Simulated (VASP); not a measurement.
Wanted: the native input for a VASP 6.6.1 run.

```
Task                   : single point
Functional             : PBE
Dispersion             : D3(BJ)
Potentials or basis    : VASP PAW PBE potentials, release 64 (Sn_d, O)
Cutoff                 : 520 eV
k mesh                 : 6 × 6 × 6
Occupations            : gaussian, width 0.05 eV
Spin                   : no spin polarisation
Dipole correction      : no
Further INCAR settings : ALGO = Normal; EDIFF = 1e-07; NBANDS = 64
```

The structure of SnO2 lies in POSCAR:

```
SnO2
1.0
    3.2373377712      1.8690778337      4.2908446647
   -3.2373377712      1.8690778337      4.2908446647
    0.0000000000     -3.7381556673      4.2908446647
Sn O
4 8
Direct
    0.8683931664      0.8629718036      0.8629718038
    0.3683831213      0.3629992942      0.8629819809
    0.3683831213      0.8629819807      0.3629992945
    0.8683946966      0.3629928897      0.3629928900
    0.1140034269      0.6247907755      0.6247907690
    0.6139368830      0.1247863562      0.6247734282
    0.6139368830      0.6247734347      0.1247863498
    0.5889305586      0.6181407376      0.6181407422
    0.1139832762      0.1247886943      0.1247886878
    0.0888645514      0.1181695884      0.6181490620
    0.0888645514      0.6181490574      0.1181695930
    0.5888912612      0.1181416423      0.1181416469
```

This cell differs from its parent crystal: atoms displaced along a vibrational mode.

One way to write it, as run:

INCAR

```
SYSTEM = SnO2
  PREC = Accurate
  ENCUT = 520
  EDIFF = 1E-7
  ISMEAR = 0
  SIGMA = 0.05
  LREAL = .False.
  LASPH = .True.
  NELM = 100
  ALGO = Normal
  ISIF = 2
  LWAVE = .False.
  LCHARG = .False.
  GGA = PE
  IVDW = 12
  NBANDS = 64
```

KPOINTS

```
regular mesh
0
Gamma
  6 6 6
  0 0 0
```

Potentials or basis: VASP PAW PBE potentials, release 64 (Sn_d, O).

The run is started by

```bash
$ cat potpaw_PBE.64/Sn_d/POTCAR potpaw_PBE.64/O/POTCAR > POTCAR
$ mpirun -np 1 vasp_std > vasp.out
```

It gave:

The pressure is 1.8 GPa and the largest force is 1.238 eV/Å. The band gap on the k mesh is 1.54 eV and the dispersion energy per atom is -0.201 eV.

Caveat: the cell differs from its parent crystal (atoms displaced along a vibrational mode); spin-orbit coupling is left out, which moves the levels of the heavy elements; forces of over 1 eV/Å act on the atoms, so gaps and moduli don't describe the material at rest.

Wall time 21 min on 1 thread of Oxide Virtual Turin-like Processor, with other jobs on the host, peak memory 0.54 GiB.
